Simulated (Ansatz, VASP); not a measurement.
GaAs: VASP beside Ansatz

```
CELL_PARAMETERS angstrom
0.00000 2.82685 2.68551
2.82685 0.00000 2.68551
2.82685 2.82685 0.00000
ATOMIC_POSITIONS crystal
Ga 0.00000 0.00000 0.00000
As 0.75000 0.75000 0.75000
```

Change from the starting cell: strain +0.000 along x and y, -0.050 along z, atoms carried along.

Alike in both runs: task single point; functional r2SCAN; k mesh 8 × 8 × 8; occupations gaussian, width 0.05 eV; no spin polarisation.

|  | VASP | Ansatz |
| --- | --- | --- |
| version | VASP 6.6.1 | Ansatz 0.2.0 |
| potentials or method | VASP PAW PBE potentials, release 64 (Ga_d, As), cutoff 520 eV | scalar-relativistic, plane waves, PAW |
| valence electrons in the cell | 18 | 28 |

|  | VASP | Ansatz | Ansatz less VASP |
| --- | --- | --- | --- |
| gap on the k mesh at the Fermi level (eV) | 1.16 | 1.17 | +0.010 |
| least direct gap on the mesh (eV) | 1.20 | 1.22 | +0.021 |
| pressure (GPa) | 4.9 | 4.7 | -0.11 |
| traceless stress, the component that is largest in VASP (GPa) | 2.08 | 2.09 | +0.011 |

VASP's potentials were made for PBE, not for r2SCAN. With one functional, cell and mesh, what is left measures potentials, basis and numerics. VASP's potentials hold 18 valence electrons a cell and Ansatz's 28, so a difference there can come from the potentials and not from the codes.
